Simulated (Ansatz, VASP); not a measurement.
C in VASP and in Ansatz

The input POSCAR:

```
C
1.0
    1.7834000000     -1.7834000000      0.0000000000
    1.7834000000      0.0000000000     -1.7834000000
    7.1336000000      7.1336000000      7.1336000000
C
12
Direct
    0.6666666667      0.6666666667      0.4166666667
    0.0000000000      0.0000000000      0.2500000000
    0.3333333333      0.3333333333      0.5833333333
    0.6666666667      0.6666666667      0.9166666667
    1.0000000000      1.0000000000      0.7500000000
    0.3333333333      0.3333333333      0.0833333333
    0.6666666667      0.6666666667      0.5416666667
    1.0000000000      1.0000000000      0.3750000000
    0.3333333333      0.3333333333      0.7083333333
    0.6666666667      0.6666666667      0.0416666667
    0.0000000000      0.0000000000      0.8750000000
    0.3333333333      0.3333333333      0.2083333333
```

The input INCAR.step1:

```
SYSTEM = C
  PREC = Accurate
  ENCUT = 910
  ISMEAR = 0
  SIGMA = 0.05
  LREAL = .False.
  LASPH = .True.
  NELM = 120
  NBANDS = 36
  GGA = PE
  ALGO = Normal
  EDIFF = 1E-5
  LWAVE = .True.
  LCHARG = .False.
  GGA_COMPAT = .False.
```

File INCAR.step2:

```
SYSTEM = C
  PREC = Accurate
  ENCUT = 910
  EDIFF = 1E-6
  ISMEAR = 0
  SIGMA = 0.05
  LREAL = .False.
  LASPH = .True.
  NELM = 120
  ALGO = Normal
  ISIF = 2
  LWAVE = .False.
  LCHARG = .False.
  METAGGA = R2SCAN
  LMIXTAU = .True.
  NBANDS = 36
  ISTART = 1
  GGA_COMPAT = .False.
```

KPOINTS

```
Automatic mesh
0
Gamma
  10 10 2
  0 0 0
```

Input for Ansatz:

```yaml
crystal:
  lattice:
    - [1.7834, -1.7834, 0.0]
    - [1.7834, 0.0, -1.7834]
    - [7.1336, 7.1336, 7.1336]
  atoms:
    - { symbol: C, position: [0.6666666667, 0.6666666667, 0.4166666667] }
    - { symbol: C, position: [0.0, 0.0, 0.25] }
    - { symbol: C, position: [0.3333333333, 0.3333333333, 0.5833333333] }
    - { symbol: C, position: [0.6666666667, 0.6666666667, 0.9166666667] }
    - { symbol: C, position: [1.0, 1.0, 0.75] }
    - { symbol: C, position: [0.3333333333, 0.3333333333, 0.0833333333] }
    - { symbol: C, position: [0.6666666667, 0.6666666667, 0.5416666667] }
    - { symbol: C, position: [1.0, 1.0, 0.375] }
    - { symbol: C, position: [0.3333333333, 0.3333333333, 0.7083333333] }
    - { symbol: C, position: [0.6666666667, 0.6666666667, 0.0416666667] }
    - { symbol: C, position: [0.0, 0.0, 0.875] }
    - { symbol: C, position: [0.3333333333, 0.3333333333, 0.2083333333] }
basis:
  ecutwfc: 500
kpoints:
  mp_grid: { grid: [10, 10, 2] }
hamiltonian:
  xc: r2scan
scf:
  occupations: { method: gaussian, width: 0.05 }
output:
  forces: true
  stress: true
  eigenvalues: true
  write_density: true
  write_potential: true
  elf: true
  volumetric_format: npy
```

Alike in both runs: task single point; functional r2SCAN; k mesh 10 × 10 × 2; occupations gaussian, width 0.05 eV; no spin polarisation.

|  | VASP | Ansatz |
| --- | --- | --- |
| version | VASP 6.6.1 | Ansatz 0.2.0 |
| potentials or method | VASP PAW PBE potentials, release 64 (C_h), cutoff 910 eV | scalar-relativistic, plane waves, PAW |
| valence electrons in the cell | 48 | 48 |

|  | VASP | Ansatz | Ansatz less VASP |
| --- | --- | --- | --- |
| gap on the k mesh at the Fermi level (eV) | 4.40 | 4.40 | -0.002 |
| least direct gap on the mesh (eV) | 5.88 | 5.88 | +0.001 |

VASP's potentials were made for PBE, not for r2SCAN.

Noted on VASP's run: the cutoff is short for stress, so the pressure is rough.
